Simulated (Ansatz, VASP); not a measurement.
Si4GePt: VASP beside Ansatz

Contents of INCAR:

```
ALGO = Normal
EDIFF = 1E-7
EDIFFG = -0.04
ENCUT = 600
GGA = PE
IBRION = 2
ISIF = 3
ISMEAR = 0
LASPH = T
LCHARG = F
LREAL = F
LWAVE = F
NELM = 100
NSW = 90
PREC = Accurate
SIGMA = 0.1
```

KPOINTS

```
k-points
0
Gamma
  6 6 4
```

File POSCAR:

```
Si4GePt
1.0
    3.6053714500      0.0000000000      0.0000000000
   -1.8026857300      3.1223432700      0.0000000000
    0.0000000000      0.0000000000      7.2931772100
Si Ge Pt
4 1 1
Direct
    0.3333333300      0.6666666700      0.7665540000
    0.3333333300      0.6666666700      0.2334460000
    0.6666666700      0.3333333300      0.7665540000
    0.6666666700      0.3333333300      0.2334460000
    0.0000000000      0.0000000000      0.5000000000
    0.0000000000      0.0000000000      0.0000000000
```

Input for Ansatz:

```yaml
crystal:
  lattice:
    - [3.60537145, 0.0, 0.0]
    - [-1.80268573, 3.12234327, 0.0]
    - [0.0, 0.0, 7.29317721]
  atoms:
    - { symbol: Si, position: [0.33333333, 0.66666667, 0.766554] }
    - { symbol: Si, position: [0.33333333, 0.66666667, 0.233446] }
    - { symbol: Si, position: [0.66666667, 0.33333333, 0.766554] }
    - { symbol: Si, position: [0.66666667, 0.33333333, 0.233446] }
    - { symbol: Ge, position: [0.0, 0.0, 0.5] }
    - { symbol: Pt, position: [0.0, 0.0, 0.0] }
basis:
  ecutwfc: 420
kpoints:
  mp_grid: { grid: [6, 6, 4] }
hamiltonian:
  xc: pbe
scf:
  occupations: { method: gaussian, width: 0.1 }
  lower_state_search: "off"
output:
  forces: true
  stress: true
  eigenvalues: true
relax:
  adjacent_minimum: "off"
  f_tol: 0.04
  max_steps: 70
  cell: { stress_tol: 0.4 }
```

Change from the starting cell: species swapped into the TaCrB4 type (P6/mmm, No. 191).

Alike in both runs: task relaxation of cell and atoms; functional PBE; k mesh 6 × 6 × 4; occupations gaussian, width 0.1 eV; no spin polarisation.

|  | VASP | Ansatz |
| --- | --- | --- |
| version | VASP 6.6.1 | Ansatz 0.2.0 |
| potentials or method | VASP PAW PBE potentials, release 64 (Si, Ge_d, Pt), cutoff 600 eV | scalar-relativistic, plane waves, PAW |
| valence electrons in the cell | 40 | 48 |

Ansatz gave:

- gap on the k mesh at the Fermi level, each at its own relaxed structure (eV): none
- relaxed volume (Å³/atom): 16.28
- relaxed length of the cell vector where the two differ most in proportion (Å): 5.974

Question: Which values does VASP return?

Answer: gap on the k mesh at the Fermi level, each at its own relaxed structure (eV): none; relaxed volume (Å³/atom): 16.27; relaxed length of the cell vector where the two differ most in proportion (Å): 5.973.

A gap of «none» marks a metal or a gap that the smearing closes. VASP's potentials hold 40 valence electrons a cell and Ansatz's 48, so a difference there can come from the potentials and not from the codes.

Neither program's run includes spin-orbit coupling. Noted on VASP's run: the volume moved by over 15 % at a fixed basis, so the end points are rough; too few bands were computed for a metal, which touches its energy and stress.
